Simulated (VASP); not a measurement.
# SnSe in VASP: settings compared

Aim: see how the results for SnSe move with the level of theory and the settings. Levels: PBE-based screened hybrid with 25 % exact exchange, PBE+D3(BJ). Tasks: single point.

Program: VASP 6.6.1. These are calculated values, not measurements. Logs are shortened: lines on timing, memory, paths and dates and some standing lists are left out, and cuts for length are marked.

### 1 The cell of the first run

The cell holds a slab with vacuum, 4 atoms: a = 4.285 Å, b = 4.285 Å, c = 10.991 Å, α = 90.00°, β = 90.00°, γ = 90.00°.

### 2 Single point, PBE-based screened hybrid with 25 % exact exchange

File POSCAR:

```
SnSe
1.0
    4.2853274191      0.0000000000      0.0000000000
    0.0000000000      4.2853274191      0.0000000000
    0.0000000000      0.0000000000     10.9906921300
Sn Se
2 2
Direct
    0.0000000000      0.5000000000      0.6277708900
    0.5000000000      0.0000000000      0.3722291100
    0.0000000000      0.5000000000      0.3839605100
    0.5000000000      0.0000000000      0.6160394900
```

File INCAR.step1:

```
SYSTEM = SnSe
PREC = Accurate
ENCUT = 520
EDIFF = 1E-5
ISMEAR = -1
SIGMA = 0.05
LREAL = .False.
LASPH = .True.
NELM = 100
ALGO = Normal
ISIF = 2
LWAVE = .True.
GGA = PE
NBANDS = 28
```

File INCAR.step2:

```
SYSTEM = SnSe
PREC = Accurate
ENCUT = 520
EDIFF = 1E-6
ISMEAR = -1
SIGMA = 0.05
LREAL = .False.
LASPH = .True.
NELM = 100
ALGO = Normal
ISIF = 2
LWAVE = .False.
LCHARG = .True.
GGA = PE
LHFCALC = .True.
AEXX = 0.25
HFSCREEN = 0.2
PRECFOCK = Normal
LELF = .True.
LVHAR = .True.
ISTART = 1
NBANDS = 28
```

File KPOINTS:

```
Automatic mesh
0
Gamma
  3 3 2
  0 0 0
```

Potentials or basis: VASP PAW PBE potentials, release 64 (Sn_d, Se).

Command:

```sh
cat potpaw_PBE.64/Sn_d/POTCAR potpaw_PBE.64/Se/POTCAR > POTCAR
cp INCAR.step1 INCAR
mpirun -np 1 vasp_std > vasp.out
cp INCAR.step2 INCAR
mpirun -np 1 vasp_std > vasp.out
```

OUTCAR:

```text
SYSTEM = SnSe
   PREC = Accurate
   ENCUT = 520
   EDIFF = 1E-6
   ISMEAR = -1
   LREAL = .False.
   LASPH = .True.
   NELM = 100
   ISIF = 2
   GGA = PE
   LHFCALC = .True.
   AEXX = 0.25
   HFSCREEN = 0.2
   PRECFOCK = Normal
   ISTART = 1

 ion  position               nearest neighbor table
   1  0.000  0.500  0.628-   3 2.68   4 3.03   4 3.03   4 3.03   4 3.03
   2  0.500  0.000  0.372-   4 2.68   3 3.03   3 3.03   3 3.03   3 3.03
   3  0.000  0.500  0.384-   1 2.68   2 3.03   2 3.03   2 3.03   2 3.03
   4  0.500  0.000  0.616-   2 2.68   1 3.03   1 3.03   1 3.03   1 3.03

  LATTYP: Found a simple tetragonal cell.
 ALAT       =     4.2853274191
 C/A-ratio  =     2.5647263453

  Lattice vectors:

 A1 = (   4.2853274191,   0.0000000000,   0.0000000000)
 A2 = (   0.0000000000,   4.2853274191,   0.0000000000)
 A3 = (   0.0000000000,   0.0000000000,  10.9906921300)

Analysis of symmetry for initial positions (statically):
=====================================================================
 Subroutine PRICEL returns:
 Original cell was already a primitive cell.

 Routine SETGRP: Setting up the symmetry group for a
 simple tetragonal supercell.

 Subroutine GETGRP returns: Found 16 space group operations
 (whereof  8 operations were pure point group operations)
 out of a pool of 16 trial point group operations.

The static configuration has the point symmetry D_2d.
 The point group associated with its full space group is D_4h.

Analysis of symmetry for dynamics (positions and initial velocities):
=====================================================================
 Subroutine PRICEL returns:
 Original cell was already a primitive cell.

 Routine SETGRP: Setting up the symmetry group for a
 simple tetragonal supercell.

 Subroutine GETGRP returns: Found 16 space group operations
 (whereof  8 operations were pure point group operations)
 out of a pool of 16 trial point group operations.

The dynamic configuration has the point symmetry D_2d.
 The point group associated with its full space group is D_4h.

 Subroutine INISYM returns: Found 16 space group operations
 (whereof  8 operations are pure point group operations),
 and found     1 'primitive' translations

----------------------------------------------------------------------------------------

                                     Primitive cell

  volume of cell :     201.8334

  direct lattice vectors                    reciprocal lattice vectors
     4.285327419  0.000000000  0.000000000     0.233354398  0.000000000  0.000000000
     0.000000000  4.285327419  0.000000000     0.000000000  0.233354398  0.000000000
     0.000000000  0.000000000 10.990692130     0.000000000  0.000000000  0.090986081

  length of vectors
     4.285327419  4.285327419 10.990692130     0.233354398  0.233354398  0.090986081

  position of ions in fractional coordinates (direct lattice)
     0.000000000  0.500000000  0.627770890
     0.500000000  0.000000000  0.372229110
     0.000000000  0.500000000  0.383960510
     0.500000000  0.000000000  0.616039490

  ion indices of the primitive-cell ions
   primitive index   ion index
                 1           1
                 2           2
                 3           3
                 4           4

----------------------------------------------------------------------------------------

 KPOINTS: Automatic mesh

Automatic generation of k-mesh.
 Grid dimensions read from file:
 generate k-points for:    3    3    2

 Generating k-lattice:

  Cartesian coordinates                     Fractional coordinates (reciprocal lattice)
     0.077784799  0.000000000  0.000000000     0.333333333  0.000000000  0.000000000
     0.000000000  0.077784799  0.000000000     0.000000000  0.333333333  0.000000000
     0.000000000  0.000000000  0.045493040     0.000000000  0.000000000  0.500000000

  Length of vectors
     0.077784799  0.077784799  0.045493040

  Shift w.r.t. Gamma in fractional coordinates (k-lattice)
     0.000000000  0.000000000  0.000000000

 Subroutine IBZKPT returns following result:
 ===========================================

 Found      6 irreducible k-points:

 Following reciprocal coordinates:
            Coordinates               Weight
  0.000000  0.000000  0.000000      1.000000
  0.333333  0.000000  0.000000      4.000000
  0.333333  0.333333  0.000000      4.000000
  0.000000  0.000000  0.500000      1.000000
  0.333333  0.000000  0.500000      4.000000
  0.333333  0.333333  0.500000      4.000000
   k-points           NKPTS =      6   k-points in BZ     NKDIM =     18   number of bands    NBANDS=     28
   number of dos      NEDOS =    301   number of ions     NIONS =      4
   total plane-waves  NPLWV =  86016
   dimension x,y,z NGX =    32 NGY =   32 NGZ =   84
   dimension x,y,z NGXF=    64 NGYF=   64 NGZF=  168
   ions per type =               2   2
   NGX,Y,Z   is equivalent  to a cutoff of  12.41, 12.41, 12.71 a.u.
   NGXF,Y,Z  is equivalent  to a cutoff of  24.83, 24.83, 25.41 a.u.
 SYSTEM =  SnSe
   PREC   = accura    normal or accurate (medium, high low for compatibility)
   ISTART =      1    job   : 0-new  1-cont  2-samecut
   ICHARG =      0    charge: 1-file 2-atom 10-const
   ISPIN  =      1    spin polarized calculation?
   LNONCOLLINEAR =      F non collinear calculations
   LSORBIT =      F    spin-orbit coupling
   LASPH  =      T    aspherical Exc in radial PAW
   ENCUT  =  520.0 eV  38.22 Ry    6.18 a.u.   7.97  7.97 20.44*2*pi/ulx,y,z
   NELM   =    100;   NELMIN=  2; NELMDL=  0     # of ELM steps
   EDIFF  = 0.1E-05   stopping-criterion for ELM
   LREAL  =      F    real-space projection
   EDIFFG = 0.1E-04   stopping-criterion for IOM
   NSW    =      0    number of steps for IOM
   IBRION =     -1    ionic relax: 0-MD 1-quasi-New 2-CG
   NFREE  =      0    steps in history (QN), initial steepest desc. (CG)
   ISIF   =      2    stress and relaxation
   ISYM   =      3    0-nonsym 1-usesym 2-fastsym
   POTIM  = 0.5000    time-step for ionic-motion
   TEBEG  =    0.0;   TEEND  =   0.0 temperature during run
   PSTRESS=    0.0 pullay stress
   NELECT =      40.0000    total number of electrons
   NUPDOWN=      -1.0000    fix difference up-down
   EMIN   =  10.00;   EMAX   =-10.00  energy-range for DOS
   EFERMI =   0.00;   METHOD = LEGACY
   ISMEAR =    -1;   SIGMA  =   0.05  broadening in eV -4-tet -1-fermi 0-gaus
   EFERMI_NEDOS =   21; number of points for ismear=-14 and -15
   IALGO  =     38    algorithm
   IMIX   =      1    mixing-type and parameters
     AMIX     =   0.40;   BMIX     =  1.00
     AMIX_MAG =   1.60;   BMIX_MAG =  1.00
  volume/ion in A,a.u.               =      50.46       340.51
  Fermi-wavevector in a.u.,A,eV,Ry     =   0.954473  1.803693 12.395171  0.911019
  Thomas-Fermi vector in A             =   2.083223
   LORBIT       =      0    0 simple, 1 ext, 2 COOP (PROOUT), +10 PAW based schemes
   GGA     = PE    functional components
   LHFCALC =     T    Hartree Fock is set to
   PRECFOCK=normal    Normal, Fast or Accurate (Low or Medium for compatibility)
   ENCUT4O =  -1.0   cutoff for four orbital integrals eV
   NKREDX  =     1    reduce k-point grid by
   NKREDY  =     1    reduce k-point grid by
   NKREDZ  =     1    reduce k-point grid by
   AEXX    =    0.2500 exact exchange contribution
   HFSCREEN=    0.2000 screening length (either q_TF or 0.3 A-1)
   HFSCREENC=   0.2000 screening length for correlation (either q_TF or 0.3 A-1)
   ENCUTFOCK=  -1.0 apply spherical cutoff to Coloumb kernel
   IVDW    =     0    specifies the selected vdW correction
   LEPSILON=     F    determine dielectric tensor
   LRPA    =     F    only Hartree local field effects (RPA)
 non-spin polarized calculation
  energy-cutoff  :      520.00
  volume of cell :      201.83
 maximum number of plane-waves:      5471
 NGX is ok and might be reduce to    32
  NGX = 24; NGY = 24; NGZ = 64

 number of electron      40.0000021 magnetization

 Free energy of the ion-electron system (eV)
  ---------------------------------------------------
  ext. energy  EPLUGINS =         0.00000000
  ---------------------------------------------------
  free energy    TOTEN  =       -19.54606471 eV

  energy without entropy =      -19.54606471  energy(sigma->0) =      -19.54606471

 E-fermi :   1.3032     XC(G=0):  -5.0971

 val. band max:        0.2905481548   @ k =   0.3333   0.0000   0.5000
 cond. band min:       2.3196223706   @ k =   0.3333   0.0000   0.5000
 fundamental gap:      2.0290742158
 Fermi energy:         1.3031797941

 k-point     1 :       0.0000    0.0000    0.0000
  band No.  band energies     occupation
      1     -22.9727      2.00000
      2     -22.9699      2.00000
      3     -22.9672      2.00000
      4     -22.9630      2.00000
      5     -22.9548      2.00000
      6     -22.9246      2.00000
[... 20 lines left out ...]
     27       6.7715      0.00000
     28       7.0045      0.00000

 k-point     2 :       0.3333    0.0000    0.0000
  band No.  band energies     occupation
      1     -22.9752      2.00000
      2     -22.9720      2.00000
      3     -22.9655      2.00000
      4     -22.9625      2.00000
      5     -22.9418      2.00000
      6     -22.9271      2.00000
[... 20 lines left out ...]
     27       5.7531      0.00000
     28       7.3932      0.00000

 k-point     3 :       0.3333    0.3333    0.0000
  band No.  band energies     occupation
      1     -22.9856      2.00000
      2     -22.9849      2.00000
      3     -22.9566      2.00000
      4     -22.9551      2.00000
      5     -22.9313      2.00000
      6     -22.9259      2.00000
[... 20 lines left out ...]
     27       6.3358      0.00000
     28       7.1369      0.00000

 k-point     4 :       0.0000    0.0000    0.5000
  band No.  band energies     occupation
      1     -22.9727      2.00000
      2     -22.9698      2.00000
      3     -22.9672      2.00000
      4     -22.9630      2.00000
      5     -22.9548      2.00000
      6     -22.9246      2.00000
[... 20 lines left out ...]
     27       6.8309      0.00000
     28       7.0056      0.00000

 k-point     5 :       0.3333    0.0000    0.5000
  band No.  band energies     occupation
      1     -22.9752      2.00000
      2     -22.9720      2.00000
      3     -22.9655      2.00000
      4     -22.9625      2.00000
      5     -22.9418      2.00000
      6     -22.9271      2.00000
[... 20 lines left out ...]
     27       6.3061      0.00000
     28       7.0872      0.00000

 k-point     6 :       0.3333    0.3333    0.5000
  band No.  band energies     occupation
      1     -22.9855      2.00000
      2     -22.9849      2.00000
      3     -22.9566      2.00000
      4     -22.9551      2.00000
      5     -22.9313      2.00000
      6     -22.9258      2.00000
[... 20 lines left out ...]
     27       7.0846      0.00000
     28       7.1448      0.00000

------------------------ aborting loop because EDIFF is reached ----------------------------------------

  FORCE on cell =-STRESS in cart. coord.  units (eV):
  Direction    XX          YY          ZZ          XY          YZ          ZX
  --------------------------------------------------------------------------------------
  -------------------------------------------------------------------------------------
  Total       -0.6453664     -0.6453664      0.9893416      0.0000000      0.0000000     -0.0000000
  in kB       -5.1229947     -5.1229947      7.8535098      0.0000000      0.0000000     -0.0000000
  external PRESSURE =      -0.7974932 kB  Pullay stress =       0.0000000 kB

 VOLUME and BASIS-vectors are now :
 -----------------------------------------------------------------------------
  energy-cutoff  :      520.00
  volume of cell :      201.83
      direct lattice vectors                 reciprocal lattice vectors
     4.285327419  0.000000000  0.000000000     0.233354398  0.000000000  0.000000000
     0.000000000  4.285327419  0.000000000     0.000000000  0.233354398  0.000000000
     0.000000000  0.000000000 10.990692130     0.000000000  0.000000000  0.090986081

 POSITION                                       TOTAL-FORCE (eV/Angst)
 -----------------------------------------------------------------------------------
      0.00000      2.14266      6.89964        -0.000000      0.000000      0.031217
      2.14266      0.00000      4.09106         0.000000      0.000000     -0.031217
      0.00000      2.14266      4.21999         0.000000     -0.000000     -0.364925
      2.14266      0.00000      6.77070         0.000000     -0.000000      0.364925
 -----------------------------------------------------------------------------------
    total drift:                                0.000000     -0.000000      0.000001

  FREE ENERGIE OF THE ION-ELECTRON SYSTEM (eV)
  ---------------------------------------------------
  free  energy   TOTEN  =       -19.5460647104 eV

  energy  without entropy=      -19.5460647074  energy(sigma->0) =      -19.54606471
```

Run time: 51 min. Hardware: 1 thread of Intel Xeon 8259CL, shared host; peak memory 0.43 GiB.

Results:

```
Free energy            : -19.5461 eV
Largest force          : 0.365 eV/Å
Band gap on the k mesh : 2.03 eV
```

Forces on the atoms (eV/Å):
```
Sn   0.000  0.000  0.031
Sn   0.000  0.000 -0.031
Se   0.000  0.000 -0.365
Se   0.000  0.000  0.365
```

Levels at points of the mesh, in eV from the valence-band top:
| k point | band 16 | band 17 | band 18 | band 19 | band 20 | band 21 | band 22 | band 23 | band 24 | band 25 |
| --- | --- | --- | --- | --- | --- | --- | --- | --- | --- | --- |
| (0.00, 0.00, 0.00) | -3.39 | -3.39 | -1.93 | -1.93 | -0.35 | 2.24 | 4.11 | 4.37 | 5.29 | 5.29 |
| (0.00, 0.00, 0.50) | -3.39 | -3.39 | -1.93 | -1.93 | -0.35 | 2.04 | 4.37 | 5.29 | 5.29 | 5.36 |

Caveat: the k points lie up to 0.49 Å⁻¹ apart; there is no dipole correction, which matters where the two faces differ; the PAW data sets were made with another functional, which shifts forces and pressure a little; spin-orbit coupling is left out, which moves the levels of the heavy elements.

### 3 Single point, PBE+D3(BJ)

File INCAR:

```
SYSTEM = SnSe
PREC = Accurate ; ENCUT = 520
EDIFF = 1E-7 ; ISMEAR = -1
SIGMA = 0.05 ; LREAL = .FALSE.
LASPH = .TRUE. ; NELM = 80
ALGO = Normal ; ISIF = 2
LWAVE = .FALSE. ; LCHARG = .TRUE.
GGA = PE ; IVDW = 12
LELF = .TRUE. ; LVHAR = .TRUE.
NBANDS = 28
```

File KPOINTS:

```
regular mesh
0
G
  6 6 3
  0 0 0
```

POSCAR is that of step 2.

Potentials or basis: VASP PAW PBE potentials, release 64 (Sn_d, Se).

Command:

```sh
cat potpaw_PBE.64/Sn_d/POTCAR potpaw_PBE.64/Se/POTCAR > POTCAR
mpirun -np 1 vasp_std > vasp.out
```

Run time: 85 s. Hardware: 1 thread of Intel Xeon Platinum 8259CL at 2.50GHz (Skylake/Cascade Lake), shared host; peak memory 0.33 GiB.

Results (log left out):

- Free energy: -17.2132 eV
- Largest force: 0.197 eV/Å
- Band gap on the k mesh: 1.52 eV
- Dispersion energy per atom: -0.241 eV

Forces on the atoms (eV/Å):
```
Sn   0.000  0.000  0.112
Sn   0.000  0.000 -0.112
Se   0.000  0.000 -0.197
Se   0.000  0.000  0.197
```

Levels at points of the mesh, in eV from the valence-band top:
```tsv
k point	band 18	band 19	band 20	band 21	band 22	band 23
(0.00, 0.00, 0.00)	-1.64	-1.64	-0.23	1.69	3.63	3.85
(0.50, 0.00, 0.00)	-1.46	-0.17	-0.17	1.60	1.60	2.15
(0.50, 0.50, 0.00)	-3.14	-1.62	-1.62	3.74	3.74	4.76
```

Caveat: three body term missing; there is no dipole correction, which matters where the two faces differ; spin-orbit coupling is left out, which moves the levels of the heavy elements.
